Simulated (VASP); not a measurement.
# Mo (Im-3m) in VASP: single point with PBE

Aim: the single point of Mo with PBE.

Everything below comes from runs of VASP 6.6.1. Logs are shortened: lines on timing, memory, paths and dates and some standing lists are left out, and cuts for length are marked.

## (1) The cell of the first run

The structure is cubic, space group Im-3m (No. 229). Conventional cell: a = 3.160 Å, b = 3.160 Å, c = 3.160 Å, α = 90.00°, β = 90.00°, γ = 90.00°. Mo (site symmetry m-3m) has 14 Mo at 2.74 to 3.16 Å within 3.6 Å.

## (2) Single point, PBE

The input, INCAR:

```
PREC = Accurate
ENCUT = 520
EDIFF = 1E-7
ISMEAR = 0
SIGMA = 0.1
LREAL = F
LASPH = T
NELM = 60
ALGO = Fast
ISIF = 2
LWAVE = F
LCHARG = F
GGA = PE
ISYM = 0
NBANDS = 13
```

The input, KPOINTS:

```
regular mesh
0
Gamma
  13 13 15
```

The input, POSCAR:

```
Mo
1.0
    2.7370203487      0.0000000000      0.0000000000
   -0.9123401162      2.5804875318      0.0000000000
    0.9123401162      1.2902437659      2.2347677567
Mo
1
Direct
    0.0000000000      0.0000000000      0.0000000000
```

Potentials or basis: VASP PAW PBE potentials, release 64 (Mo_sv).

Started as:

```bash
cat potpaw_PBE.64/Mo_sv/POTCAR > POTCAR
mpirun -np 1 vasp_std > vasp.out
```

OUTCAR:

```text
PREC = Accurate
   ENCUT = 520
   EDIFF = 1E-7
   ISMEAR = 0
   LREAL = F
   LASPH = T
   NELM = 60
   ISIF = 2
   GGA = PE
   ISYM = 0

 ion  position               nearest neighbor table
   1  0.000  0.000  0.000-

IMPORTANT INFORMATION: All symmetrisations will be switched off!
NOSYMM: (Re-)initialisation of all symmetry stuff for point group C_1.

----------------------------------------------------------------------------------------

                                     Primitive cell

  volume of cell :      15.7838

  direct lattice vectors                    reciprocal lattice vectors
     2.737020349  0.000000000  0.000000000     0.365360820  0.129174557 -0.223736895
    -0.912340116  2.580487532  0.000000000     0.000000000  0.387523670 -0.223736895
     0.912340116  1.290243766  2.234767757     0.000000000  0.000000000  0.447473791

  length of vectors
     2.737020349  2.737020349  2.737020349     0.447473791  0.447473791  0.447473791

  position of ions in fractional coordinates (direct lattice)
     0.000000000  0.000000000  0.000000000

  ion indices of the primitive-cell ions
   primitive index   ion index
                 1           1

----------------------------------------------------------------------------------------

 KPOINTS: regular mesh

Automatic generation of k-mesh.
 Grid dimensions read from file:
 generate k-points for:   13   13   15

 Generating k-lattice:

  Cartesian coordinates                     Fractional coordinates (reciprocal lattice)
     0.028104678  0.009936504 -0.017210530     0.076923077  0.000000000 -0.000000000
     0.000000000  0.029809513 -0.017210530     0.000000000  0.076923077  0.000000000
     0.000000000  0.000000000  0.029831586     0.000000000  0.000000000  0.066666667

  Length of vectors
     0.034421061  0.034421061  0.029831586

  Shift w.r.t. Gamma in fractional coordinates (k-lattice)
     0.000000000  0.000000000  0.000000000

 -----------------------------------------------------------------------------
|                                                                             |
|           W    W    AA    RRRRR   N    N  II  N    N   GGGG   !!!           |
|           W    W   A  A   R    R  NN   N  II  NN   N  G    G  !!!           |
|           W    W  A    A  R    R  N N  N  II  N N  N  G       !!!           |
|           W WW W  AAAAAA  RRRRR   N  N N  II  N  N N  G  GGG   !            |
|           WW  WW  A    A  R   R   N   NN  II  N   NN  G    G                |
|           W    W  A    A  R    R  N    N  II  N    N   GGGG   !!!           |
|                                                                             |
|     Your reciprocal lattice and k-lattice belong to different lattice       |
|     classes:                                                                |
|                                                                             |
|        The reciprocal lattice is face-centered cubic,                       |
|        whereas your k-lattice is base-centered monoclinic.                  |
|                                                                             |
|     Results are often still useful ...                                      |
|                                                                             |
 -----------------------------------------------------------------------------

 WARNING: IBZKPT: internal override: KBLOWUP is changed to .FALSE.
      ... skipping the blow-up phase ...

 Subroutine IBZKPT returns following result:
 ===========================================

 Found   1268 irreducible k-points:

 Following reciprocal coordinates:
            Coordinates               Weight
  0.000000  0.000000  0.000000      1.000000
  0.076923 -0.000000  0.000000      2.000000
  0.153846 -0.000000  0.000000      2.000000
  0.230769 -0.000000  0.000000      2.000000
  0.307692 -0.000000  0.000000      2.000000
  0.384615 -0.000000  0.000000      2.000000
[... 16 lines left out ...]
  0.153846  0.153846  0.000000      2.000000
  0.230769  0.153846  0.000000      2.000000
 [... further k-points ...]
   k-points           NKPTS =   1268   k-points in BZ     NKDIM =   1268   number of bands    NBANDS=     13
   number of dos      NEDOS =    301   number of ions     NIONS =      1
   total plane-waves  NPLWV =   8000
   dimension x,y,z NGX =    20 NGY =   20 NGZ =   20
   dimension x,y,z NGXF=    40 NGYF=   40 NGZF=   40
   ions per type =               1
   NGX,Y,Z   is equivalent  to a cutoff of  12.15, 12.15, 12.15 a.u.
   NGXF,Y,Z  is equivalent  to a cutoff of  24.30, 24.30, 24.30 a.u.
 SYSTEM =  unknown system
   PREC   = accura    normal or accurate (medium, high low for compatibility)
   ISTART =      0    job   : 0-new  1-cont  2-samecut
   ICHARG =      2    charge: 1-file 2-atom 10-const
   ISPIN  =      1    spin polarized calculation?
   LNONCOLLINEAR =      F non collinear calculations
   LSORBIT =      F    spin-orbit coupling
   LASPH  =      T    aspherical Exc in radial PAW
   ENCUT  =  520.0 eV  38.22 Ry    6.18 a.u.   5.09  5.09  5.09*2*pi/ulx,y,z
   NELM   =     60;   NELMIN=  2; NELMDL= -5     # of ELM steps
   EDIFF  = 0.1E-06   stopping-criterion for ELM
   LREAL  =      F    real-space projection
   EDIFFG = 0.1E-05   stopping-criterion for IOM
   NSW    =      0    number of steps for IOM
   IBRION =     -1    ionic relax: 0-MD 1-quasi-New 2-CG
   NFREE  =      0    steps in history (QN), initial steepest desc. (CG)
   ISIF   =      2    stress and relaxation
   ISYM   =      0    0-nonsym 1-usesym 2-fastsym
   POTIM  = 0.5000    time-step for ionic-motion
   TEBEG  =    0.0;   TEEND  =   0.0 temperature during run
   PSTRESS=    0.0 pullay stress
   NELECT =      14.0000    total number of electrons
   NUPDOWN=      -1.0000    fix difference up-down
   EMIN   =  10.00;   EMAX   =-10.00  energy-range for DOS
   EFERMI =   0.00;   METHOD = LEGACY
   ISMEAR =     0;   SIGMA  =   0.10  broadening in eV -4-tet -1-fermi 0-gaus
   EFERMI_NEDOS =   21; number of points for ismear=-14 and -15
   IALGO  =     68    algorithm
   IMIX   =      4    mixing-type and parameters
     AMIX     =   0.40;   BMIX     =  1.00
     AMIX_MAG =   1.60;   BMIX_MAG =  1.00
  volume/ion in A,a.u.               =      15.78       106.51
  Fermi-wavevector in a.u.,A,eV,Ry     =   1.572945  2.972434 33.662922  2.474155
  Thomas-Fermi vector in A             =   2.674303
   LORBIT       =      0    0 simple, 1 ext, 2 COOP (PROOUT), +10 PAW based schemes
   GGA     = PE    functional components
   LHFCALC =     F    Hartree Fock is set to
   AEXX    =    0.0000 exact exchange contribution
   IVDW    =     0    specifies the selected vdW correction
   LEPSILON=     F    determine dielectric tensor
   LRPA    =     F    only Hartree local field effects (RPA)
 non-spin polarized calculation
 RMM-DIIS sequential band-by-band and
 Gauss-broadening in eV      SIGMA  =   0.10
  energy-cutoff  :      520.00
  volume of cell :       15.78
 maximum number of plane-waves:       438
   NGX = 11   NGY = 11   NGZ = 11

 number of electron      14.0000004 magnetization

 Free energy of the ion-electron system (eV)
  ---------------------------------------------------
  ext. energy  EPLUGINS =         0.00000000
  ---------------------------------------------------
  free energy    TOTEN  =       -10.94150388 eV

  energy without entropy =      -10.93885396  energy(sigma->0) =      -10.94017892

 E-fermi :  12.5231     XC(G=0): -13.3351

 val. band max:       12.5221643256   @ k =   0.3077  -0.1538   0.2667
 cond. band min:      12.5253063494   @ k =   0.1538  -0.3077   0.1333
 fundamental gap:      0.0031420238
 Fermi energy:        12.5230878492

 k-point     1 :       0.0000    0.0000    0.0000
  band No.  band energies     occupation
      1     -48.8363      2.00000
      2     -22.1314      2.00000
      3     -22.1282      2.00000
      4     -22.1154      2.00000
      5       5.2345      2.00000
      6      11.0888      2.00000
      7      11.0928      2.00000
      8      11.1049      2.00000
      9      14.0852      0.00000
     10      14.0857      0.00000
     11      27.2494      0.00000
     12      27.2569      0.00000
     13      27.2592      0.00000

 k-point     2 :       0.0769   -0.0000    0.0000
  band No.  band energies     occupation
      1     -48.8220      2.00000
      2     -22.2120      2.00000
      3     -22.1522      2.00000
      4     -22.1202      2.00000
      5       5.4921      2.00000
      6      10.9547      2.00000
      7      11.0695      2.00000
      8      11.3340      2.00000
      9      13.8818      0.00000
     10      14.0898      0.00000
     11      27.4441      0.00000
     12      27.6896      0.00000
     13      27.7436      0.00000

 k-point     3 :       0.1538   -0.0000    0.0000
  band No.  band energies     occupation
      1     -48.7823      2.00000
      2     -22.4384      2.00000
      3     -22.2217      2.00000
      4     -22.1230      2.00000
      5       6.1889      2.00000
      6      10.5802      2.00000
      7      10.9444      2.00000
      8      12.0408      2.00000
      9      13.5558      0.00000
     10      14.1202      0.00000
     11      27.7545      0.00000
     12      28.7060      0.00000
     13      28.9277      0.00000
[... 305 lines left out ...]
 k-point    23 :       0.1538    0.1538    0.0000
  band No.  band energies     occupation
      1     -48.6965      2.00000
      2     -22.8649      2.00000
      3     -22.3509      2.00000
      4     -22.1893      2.00000
      5       7.5928      2.00000
      6      10.1244      2.00000
      7      10.2296      2.00000
      8      13.2091      0.00000
      9      14.0996      0.00000
     10      14.5680      0.00000
     11      27.9184      0.00000
     12      28.3788      0.00000
     13      30.3515      0.00000

 k-point    24 :       0.2308    0.1538    0.0000
  band No.  band energies     occupation
      1     -48.6426      2.00000
      2     -23.0963      2.00000
      3     -22.4764      2.00000
      4     -22.2100      2.00000
      5       8.0919      2.00000
      6       9.7000      2.00000
      7      10.4846      2.00000
      8      13.3878      0.00000
      9      14.7170      0.00000
     10      15.7597      0.00000
     11      26.4647      0.00000
     12      27.6154      0.00000
     13      31.2315      0.00000

 [... further k-points ...]

------------------------ aborting loop because EDIFF is reached ----------------------------------------

  FORCE on cell =-STRESS in cart. coord.  units (eV):
  Direction    XX          YY          ZZ          XY          YZ          ZX
  --------------------------------------------------------------------------------------
  -------------------------------------------------------------------------------------
  Total        0.0367066      0.0439968      0.0205824      0.0103100     -0.0041650     -0.0029451
  in kB        3.7260003      4.4660034      2.0892658      1.0465411     -0.4227759     -0.2989512
  external PRESSURE =       3.4270898 kB  Pullay stress =       0.0000000 kB

 VOLUME and BASIS-vectors are now :
 -----------------------------------------------------------------------------
  energy-cutoff  :      520.00
  volume of cell :       15.78
      direct lattice vectors                 reciprocal lattice vectors
     2.737020349  0.000000000  0.000000000     0.365360820  0.129174557 -0.223736895
    -0.912340116  2.580487532  0.000000000     0.000000000  0.387523670 -0.223736895
     0.912340116  1.290243766  2.234767757     0.000000000  0.000000000  0.447473791

 POSITION                                       TOTAL-FORCE (eV/Angst)
 -----------------------------------------------------------------------------------
      0.00000      0.00000      0.00000        -0.000000     -0.000000     -0.000000
 -----------------------------------------------------------------------------------
    total drift:                               -0.000000     -0.000000     -0.000000

  FREE ENERGIE OF THE ION-ELECTRON SYSTEM (eV)
  ---------------------------------------------------
  free  energy   TOTEN  =       -10.9415038786 eV

  energy  without entropy=      -10.9388539601  energy(sigma->0) =      -10.94017892
```

Run time: 4.3 min. Hardware: 1 thread of Intel Xeon 8259CL, shared host; peak memory 0.34 GiB.

Results:

- Free energy: -10.9415 eV
- Pressure: 0.3 GPa
- Band gap on the k mesh: zero (bands 7 and 8 overlap by 4.93 eV)
